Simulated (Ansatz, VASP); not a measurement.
Hf in VASP and in Ansatz

Contents of INCAR:

```
SYSTEM = Hf
  ALGO = Normal
  EDIFF = 1E-6
  ENCUT = 520
  GGA = PE
  ISIF = 2
  ISMEAR = -1
  LASPH = .TRUE.
  LCHARG = .FALSE.
  LREAL = .FALSE.
  LWAVE = .FALSE.
  NBANDS = 11
  NELM = 100
  PREC = Accurate
  SIGMA = 0.1
```

The input KPOINTS:

```
k-points
0
G
  18 18 18
  0 0 0
```

Contents of POSCAR:

```
Hf
1.0
    2.9931958549      0.0000000000      0.0000000000
    0.0000000000      2.9931958549      0.0000000000
    0.0000000000      0.0000000000      2.9931958549
Hf
1
Direct
    0.0000000000      0.0000000000      0.0000000000
```

Input for Ansatz:

```yaml
crystal:
  lattice:
    - [2.9931958549, 0.0, 0.0]
    - [0.0, 2.9931958549, 0.0]
    - [0.0, 0.0, 2.9931958549]
  atoms:
    - { symbol: Hf, position: [0.0, 0.0, 0.0] }
hamiltonian:
  xc: pbe
  pseudopotentials:
    kind: paw
    azcp:
      Hf: "pseudopotentials/Hf.paw.azcp"
basis:
  ecutwfc: 420
  fft_grid_basis: typed
kpoints:
  mp_grid: { grid: [18, 18, 18], shift: [0, 0, 0] }
magnetization:
  spin_polarized: false
scf:
  occupations: { method: fermi_dirac, width: 0.1 }
output:
  stress: true
```

Alike in both runs: task single point; functional PBE; k mesh 18 × 18 × 18; occupations fermi-dirac, width 0.1 eV; no spin polarisation.

|  | VASP | Ansatz |
| --- | --- | --- |
| version | VASP 6.6.1 | Ansatz 0.2.0 |
| potentials or method | VASP PAW PBE potentials, release 64 (Hf_pv), cutoff 520 eV | plane waves (420 eV) with PAW, scalar-relativistic |
| valence electrons in the cell | 10 | 26 |

Ansatz gave:

```
pressure (GPa) : -4.9
```

Which values does VASP return?

Pressure (GPa): -5.2.

The functional is the same, so the differences come from potentials, cutoffs and numerics. VASP's potentials hold 10 valence electrons a cell and Ansatz's 26, so a difference there can come from the potentials and not from the codes.

Neither program's run includes spin-orbit coupling.
